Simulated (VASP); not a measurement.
# Si (Fd-3m) in VASP: single point with PBE

Aim: the single point of Si with PBE.

All numbers are computed with VASP 6.6.1; they aren't measurements. Logs are shortened: lines on timing, memory, paths and dates and some standing lists are left out, and cuts for length are marked.

### 1 The cell of the first run

The structure is cubic, space group Fd-3m (No. 227). Conventional cell: a = 5.470 Å, b = 5.470 Å, c = 5.470 Å, α = 90.00°, β = 90.00°, γ = 90.00°. Within 3.1 Å of Si (site symmetry -43m) lie 4 Si at 2.37 Å.

### 2 Single point, PBE

INCAR

```
  ALGO = Normal
  EDIFF = 1E-6
  ENCUT = 500
  GGA = PE
  GGA_COMPAT = F
  ISIF = 2
  ISMEAR = 0
  LASPH = T
  LCHARG = T
  LELF = T
  LREAL = F
  LVHAR = T
  LWAVE = F
  NBANDS = 11
  NELM = 120
  PREC = Accurate
  SIGMA = 0.01
```

KPOINTS

```
k-points
0
Gamma
  10 10 10
```

POSCAR

```
Si
1.0
    0.0000000000      2.7351084680      2.7351084680
    2.7351084680      0.0000000000      2.7351084680
    2.7351084680      2.7351084680      0.0000000000
Si
2
Direct
    0.0000000000      0.0000000000      0.0000000000
    0.2500000000      0.2500000000      0.2500000000
```

Potentials or basis: VASP PAW PBE potentials, release 64 (Si).

The run is started by

```console
> cat potpaw_PBE.64/Si/POTCAR > POTCAR
> mpirun -np 1 vasp_std > vasp.out
```

OUTCAR:

```text
EDIFF = 1E-6
   ENCUT = 500
   GGA = PE
   ISIF = 2
   ISMEAR = 0
   LASPH = T
   LREAL = F
   NELM = 120
   PREC = Accurate

 ion  position               nearest neighbor table
   1  0.000  0.000  0.000-   2 2.37   2 2.37   2 2.37   2 2.37
   2  0.250  0.250  0.250-   1 2.37   1 2.37   1 2.37   1 2.37

  LATTYP: Found a face centered cubic cell.
 ALAT       =     5.4702169360

  Lattice vectors:

 A1 = (   0.0000000000,   2.7351084680,   2.7351084680)
 A2 = (   2.7351084680,   0.0000000000,   2.7351084680)
 A3 = (   2.7351084680,   2.7351084680,   0.0000000000)

Analysis of symmetry for initial positions (statically):
=====================================================================
 Subroutine PRICEL returns:
 Original cell was already a primitive cell.

 Routine SETGRP: Setting up the symmetry group for a
 face centered cubic supercell.

 Subroutine GETGRP returns: Found 48 space group operations
 (whereof 24 operations were pure point group operations)
 out of a pool of 48 trial point group operations.

The static configuration has the point symmetry T_d .
 The point group associated with its full space group is O_h .

Analysis of symmetry for dynamics (positions and initial velocities):
=====================================================================
 Subroutine PRICEL returns:
 Original cell was already a primitive cell.

 Routine SETGRP: Setting up the symmetry group for a
 face centered cubic supercell.

 Subroutine GETGRP returns: Found 48 space group operations
 (whereof 24 operations were pure point group operations)
 out of a pool of 48 trial point group operations.

The dynamic configuration has the point symmetry T_d .
 The point group associated with its full space group is O_h .

 Subroutine INISYM returns: Found 48 space group operations
 (whereof 24 operations are pure point group operations),
 and found     1 'primitive' translations

----------------------------------------------------------------------------------------

                                     Primitive cell

  volume of cell :      40.9217

  direct lattice vectors                    reciprocal lattice vectors
     0.000000000  2.735108468  2.735108468    -0.182808106  0.182808106  0.182808106
     2.735108468  0.000000000  2.735108468     0.182808106 -0.182808106  0.182808106
     2.735108468  2.735108468  0.000000000     0.182808106  0.182808106 -0.182808106

  length of vectors
     3.868027490  3.868027490  3.868027490     0.316632928  0.316632928  0.316632928

  position of ions in fractional coordinates (direct lattice)
     0.000000000  0.000000000  0.000000000
     0.250000000  0.250000000  0.250000000

  ion indices of the primitive-cell ions
   primitive index   ion index
                 1           1
                 2           2

----------------------------------------------------------------------------------------

 KPOINTS: k-points

Automatic generation of k-mesh.
 Grid dimensions read from file:
 generate k-points for:   10   10   10

 Generating k-lattice:

  Cartesian coordinates                     Fractional coordinates (reciprocal lattice)
    -0.018280811  0.018280811  0.018280811     0.100000000  0.000000000  0.000000000
     0.018280811 -0.018280811  0.018280811     0.000000000  0.100000000  0.000000000
     0.018280811  0.018280811 -0.018280811     0.000000000  0.000000000  0.100000000

  Length of vectors
     0.031663293  0.031663293  0.031663293

  Shift w.r.t. Gamma in fractional coordinates (k-lattice)
     0.000000000  0.000000000  0.000000000

 Subroutine IBZKPT returns following result:
 ===========================================

 Found     47 irreducible k-points:

 Following reciprocal coordinates:
            Coordinates               Weight
  0.000000  0.000000  0.000000      1.000000
  0.100000  0.000000  0.000000      8.000000
  0.200000  0.000000  0.000000      8.000000
  0.300000  0.000000  0.000000      8.000000
  0.400000  0.000000  0.000000      8.000000
  0.500000  0.000000  0.000000      4.000000
[... 16 lines left out ...]
  0.300000  0.300000  0.000000      6.000000
  0.400000  0.300000  0.000000     24.000000
 [... further k-points ...]
   k-points           NKPTS =     47   k-points in BZ     NKDIM =     47   number of bands    NBANDS=     11
   number of dos      NEDOS =    301   number of ions     NIONS =      2
   total plane-waves  NPLWV =  21952
   dimension x,y,z NGX =    28 NGY =   28 NGZ =   28
   dimension x,y,z NGXF=    56 NGYF=   56 NGZF=   56
   ions per type =               2
   NGX,Y,Z   is equivalent  to a cutoff of  12.03, 12.03, 12.03 a.u.
   NGXF,Y,Z  is equivalent  to a cutoff of  24.07, 24.07, 24.07 a.u.
 SYSTEM =  unknown system
   PREC   = accura    normal or accurate (medium, high low for compatibility)
   ISTART =      0    job   : 0-new  1-cont  2-samecut
   ICHARG =      2    charge: 1-file 2-atom 10-const
   ISPIN  =      1    spin polarized calculation?
   LNONCOLLINEAR =      F non collinear calculations
   LSORBIT =      F    spin-orbit coupling
   LASPH  =      T    aspherical Exc in radial PAW
   ENCUT  =  500.0 eV  36.75 Ry    6.06 a.u.   7.05  7.05  7.05*2*pi/ulx,y,z
   NELM   =    120;   NELMIN=  2; NELMDL= -5     # of ELM steps
   EDIFF  = 0.1E-05   stopping-criterion for ELM
   LREAL  =      F    real-space projection
   EDIFFG = 0.1E-04   stopping-criterion for IOM
   NSW    =      0    number of steps for IOM
   IBRION =     -1    ionic relax: 0-MD 1-quasi-New 2-CG
   NFREE  =      0    steps in history (QN), initial steepest desc. (CG)
   ISIF   =      2    stress and relaxation
   ISYM   =      2    0-nonsym 1-usesym 2-fastsym
   POTIM  = 0.5000    time-step for ionic-motion
   TEBEG  =    0.0;   TEEND  =   0.0 temperature during run
   PSTRESS=    0.0 pullay stress
   NELECT =       8.0000    total number of electrons
   NUPDOWN=      -1.0000    fix difference up-down
   EMIN   =  10.00;   EMAX   =-10.00  energy-range for DOS
   EFERMI =   0.00;   METHOD = LEGACY
   ISMEAR =     0;   SIGMA  =   0.01  broadening in eV -4-tet -1-fermi 0-gaus
   EFERMI_NEDOS =   21; number of points for ismear=-14 and -15
   IALGO  =     38    algorithm
   IMIX   =      4    mixing-type and parameters
     AMIX     =   0.40;   BMIX     =  1.00
     AMIX_MAG =   1.60;   BMIX_MAG =  1.00
  volume/ion in A,a.u.               =      20.46       138.08
  Fermi-wavevector in a.u.,A,eV,Ry     =   0.950139  1.795502 12.282840  0.902763
  Thomas-Fermi vector in A             =   2.078487
   LORBIT       =      0    0 simple, 1 ext, 2 COOP (PROOUT), +10 PAW based schemes
   GGA     = PE    functional components
   LHFCALC =     F    Hartree Fock is set to
   AEXX    =    0.0000 exact exchange contribution
   IVDW    =     0    specifies the selected vdW correction
   LEPSILON=     F    determine dielectric tensor
   LRPA    =     F    only Hartree local field effects (RPA)
 non-spin polarized calculation
 Gauss-broadening in eV      SIGMA  =   0.01
  energy-cutoff  :      500.00
  volume of cell :       40.92
 maximum number of plane-waves:      1056
   NGX = 15   NGY = 15   NGZ = 15

 number of electron       8.0000000 magnetization

 Free energy of the ion-electron system (eV)
  ---------------------------------------------------
  ext. energy  EPLUGINS =         0.00000000
  ---------------------------------------------------
  free energy    TOTEN  =       -10.84918297 eV

  energy without entropy =      -10.84918297  energy(sigma->0) =      -10.84918297

 E-fermi :   5.7072     XC(G=0):  -9.3242

 val. band max:        5.6078701599   @ k =   0.0000   0.0000   0.0000
 cond. band min:       6.2271094397   @ k =   0.4000   0.4000   0.0000
 fundamental gap:      0.6192392798
 Fermi energy:         5.7071714641

 k-point     1 :       0.0000    0.0000    0.0000
  band No.  band energies     occupation
      1      -6.2013      2.00000
      2       5.6079      2.00000
      3       5.6079      2.00000
      4       5.6079      2.00000
      5       8.1645      0.00000
      6       8.1645      0.00000
      7       8.1645      0.00000
      8       8.7324      0.00000
      9      13.3167      0.00000
     10      13.3167      0.00000
     11      13.4819      0.00000

 k-point     2 :       0.1000    0.0000    0.0000
  band No.  band energies     occupation
      1      -6.0728      2.00000
      2       4.4659      2.00000
      3       5.4143      2.00000
      4       5.4143      2.00000
      5       8.1285      0.00000
      6       8.4500      0.00000
      7       8.4500      0.00000
      8       9.7046      0.00000
      9      12.9672      0.00000
     10      12.9672      0.00000
     11      14.0113      0.00000

 k-point     3 :       0.2000    0.0000    0.0000
  band No.  band energies     occupation
      1      -5.6936      2.00000
      2       2.6269      2.00000
      3       5.0408      2.00000
      4       5.0408      2.00000
      5       7.7577      0.00000
      6       8.9517      0.00000
      7       8.9517      0.00000
      8      11.4795      0.00000
      9      12.6566      0.00000
     10      12.6566      0.00000
     11      14.6807      0.00000

 k-point     4 :       0.3000    0.0000    0.0000
  band No.  band energies     occupation
      1      -5.0907      2.00000
      2       0.8700      2.00000
      3       4.7109      2.00000
      4       4.7109      2.00000
      5       7.3939      0.00000
      6       9.1326      0.00000
      7       9.1326      0.00000
      8      13.1027      0.00000
      9      13.1815      0.00000
     10      13.1815      0.00000
     11      14.4270      0.00000

 k-point     5 :       0.4000    0.0000    0.0000
  band No.  band energies     occupation
      1      -4.3617      2.00000
      2      -0.5771      2.00000
      3       4.5011      2.00000
      4       4.5011      2.00000
      5       7.1540      0.00000
      6       9.0288      0.00000
      7       9.0288      0.00000
      8      13.4113      0.00000
      9      14.5426      0.00000
     10      14.5426      0.00000
     11      15.5135      0.00000
[... 211 lines left out ...]
 k-point    21 :      -0.3000    0.2000    0.0000
  band No.  band energies     occupation
      1      -4.1765      2.00000
      2      -0.0500      2.00000
      3       2.2265      2.00000
      4       4.3177      2.00000
      5       8.0476      0.00000
      6      10.1113      0.00000
      7      10.1675      0.00000
      8      12.2215      0.00000
      9      12.4202      0.00000
     10      15.0560      0.00000
     11      17.4254      0.00000

 k-point    22 :      -0.2000    0.2000    0.0000
  band No.  band energies     occupation
      1      -4.8787      2.00000
      2       1.1624      2.00000
      3       2.6771      2.00000
      4       4.7774      2.00000
      5       8.4570      0.00000
      6       9.5724      0.00000
      7       9.8757      0.00000
      8      11.2613      0.00000
      9      11.7402      0.00000
     10      16.2056      0.00000
     11      16.2252      0.00000

 k-point    23 :       0.3000    0.3000    0.0000
  band No.  band energies     occupation
      1      -4.6809      2.00000
      2       1.2041      2.00000
      3       3.4275      2.00000
      4       3.4275      2.00000
      5       6.4984      0.00000
      6       8.0450      0.00000
      7      12.1760      0.00000
      8      12.1760      0.00000
      9      14.5068      0.00000
     10      15.0299      0.00000
     11      17.9198      0.00000

 k-point    24 :       0.4000    0.3000    0.0000
  band No.  band energies     occupation
      1      -4.0802      2.00000
      2       0.2162      2.00000
      3       2.8168      2.00000
      4       3.2260      2.00000
      5       6.6858      0.00000
      6       7.8743      0.00000
      7      12.4592      0.00000
      8      12.6007      0.00000
      9      16.0147      0.00000
     10      16.1401      0.00000
     11      17.6234      0.00000

 [... further k-points ...]

------------------------ aborting loop because EDIFF is reached ----------------------------------------

  FORCE on cell =-STRESS in cart. coord.  units (eV):
  Direction    XX          YY          ZZ          XY          YZ          ZX
  --------------------------------------------------------------------------------------
  -------------------------------------------------------------------------------------
  Total       -0.0194218     -0.0194218     -0.0194218      0.0000000      0.0000000      0.0000000
  in kB       -0.7604074     -0.7604074     -0.7604074      0.0000000      0.0000000      0.0000000
  external PRESSURE =      -0.7604074 kB  Pullay stress =       0.0000000 kB

 VOLUME and BASIS-vectors are now :
 -----------------------------------------------------------------------------
  energy-cutoff  :      500.00
  volume of cell :       40.92
      direct lattice vectors                 reciprocal lattice vectors
     0.000000000  2.735108468  2.735108468    -0.182808106  0.182808106  0.182808106
     2.735108468  0.000000000  2.735108468     0.182808106 -0.182808106  0.182808106
     2.735108468  2.735108468  0.000000000     0.182808106  0.182808106 -0.182808106

 POSITION                                       TOTAL-FORCE (eV/Angst)
 -----------------------------------------------------------------------------------
      0.00000      0.00000      0.00000         0.000000     -0.000000     -0.000000
      1.36755      1.36755      1.36755        -0.000000      0.000000      0.000000
 -----------------------------------------------------------------------------------
    total drift:                                0.000000      0.000000     -0.000000

  FREE ENERGIE OF THE ION-ELECTRON SYSTEM (eV)
  ---------------------------------------------------
  free  energy   TOTEN  =       -10.8491829656 eV

  energy  without entropy=      -10.8491829656  energy(sigma->0) =      -10.84918297
```

It took 28 s on 1 thread of Intel Xeon 8259CL, shared host; peak memory 0.15 GiB.

Results:

* Free energy: -10.8492 eV
* Pressure: -0.1 GPa
* Band gap on the k mesh: 0.62 eV, indirect (least direct gap 2.56 eV)

A k mesh can miss the band edges.
